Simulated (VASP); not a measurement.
A run of VASP 6.6.1 is set up as follows.

Contents of POSCAR:

```
SiO2
1.0
    4.9797154221      0.0000000000      0.0000000000
    0.0000000000      4.9797154221      0.0000000000
    0.0000000000      0.0000000000      7.2080852097
Si O
4 8
Direct
    0.0000000000      0.0000000000      0.0000000000
    0.0000000000      0.5000000000      0.2500000000
    0.5000000000      0.5000000000      0.5000000000
    0.5000000000      0.0000000000      0.7500000000
    0.0974792364      0.2500000000      0.1250000000
    0.2500000000      0.5974792364      0.3750000000
    0.7500000000      0.4025207636      0.3750000000
    0.9025207636      0.7500000000      0.1250000000
    0.5974792364      0.7500000000      0.6250000000
    0.7500000000      0.0974792364      0.8750000000
    0.2500000000      0.9025207636      0.8750000000
    0.4025207636      0.2500000000      0.6250000000
```

The input INCAR.step1:

```
  PREC = Accurate
  ENCUT = 520
  ISMEAR = 0
  SIGMA = 0.02
  LREAL = False
  LASPH = True
  NELM = 80
  NBANDS = 44
  GGA = PE
  ALGO = Normal
  EDIFF = 1E-4
  LWAVE = True
  LCHARG = False
```

INCAR.step2

```
  PREC = Accurate
  ENCUT = 520
  EDIFF = 1E-6
  ISMEAR = 0
  SIGMA = 0.02
  LREAL = False
  LASPH = True
  NELM = 80
  ALGO = Normal
  ISIF = 2
  LWAVE = False
  LCHARG = False
  METAGGA = R2SCAN
  LMIXTAU = True
  NBANDS = 44
  ISTART = 1
```

KPOINTS

```
regular mesh
0
Gamma
  6 6 4
```

Potentials or basis: VASP PAW PBE potentials, release 64 (Si, O).

Run with:

```console
$ cat potpaw_PBE.64/Si/POTCAR potpaw_PBE.64/O/POTCAR > POTCAR
$ cp INCAR.step1 INCAR
$ mpirun -np 1 vasp_std > vasp.out
$ cp INCAR.step2 INCAR
$ mpirun -np 1 vasp_std > vasp.out
```

(1) Predict the band gap on the k mesh.

(2) What does it give for the pressure?

(3) What does it give for the largest force?

## Answers

(1) 6.57 eV.

(2) 0.6 GPa.

(3) 0.009 eV/Å.

Caveat: the cell differs from its parent crystal (uniaxial strain along c: -1.5 %, then relaxed in part); the PAW data sets were made with another functional, which shifts forces and pressure a little.
